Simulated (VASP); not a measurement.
Runs of VASP 6.6.1 on SiSbTe3. The structure is that of space group R3m (No. 160), or close to it. The cells are those of the table. 

```csv
task,cell,k mesh,cutoff (eV),gap on the mesh (eV),pressure (GPa),relaxed volume (Å³/atom),largest force (eV/Å)
relaxation of cell and atoms,"relaxed from a = 5.371 Å, angles 80.7°, 5 atoms",3 × 3 × 3,600,none,-0.1,(a),0.03
single point,"a = 5.371 Å, angles 80.7°, 5 atoms",3 × 3 × 3,520,none,48.4,-,17.21
relaxation of cell and atoms,"relaxed from a = 6.141 Å, angles 76.7°, 5 atoms",6 × 6 × 6,600,none,0.0,45.34,0.01
single point,"a = 6.141 Å, angles 76.7°, 5 atoms",3 × 3 × 3,520,none,0.0,-,(b)
single point,"a = 6.312 Å, angles 74.3°, 5 atoms",6 × 6 × 6,520,none,0.0,-,0.04
```

Alike in all rows: level PBE; potentials or basis VASP PAW PBE potentials, release 64 (Si, Sb, Te); no spin polarisation; smearing gaussian 0.1 eV.

**Question.** Estimate the missing entries.

**Answer.** (a) 43.39; (b) 0.05.

Caveats: some runs use coarse meshes; spin-orbit coupling is left out, which moves the levels of the heavy elements; the volume moved by over 15 % at a fixed basis, so the end points are rough (some runs); forces of over 1 eV/Å act on the atoms, so gaps and moduli don't describe the material at rest (some runs).

A k mesh can miss the band edges, and the runs leave out spin-orbit coupling on Sb, Te.

A gap of «none» marks levels without a gap at the run's occupations.
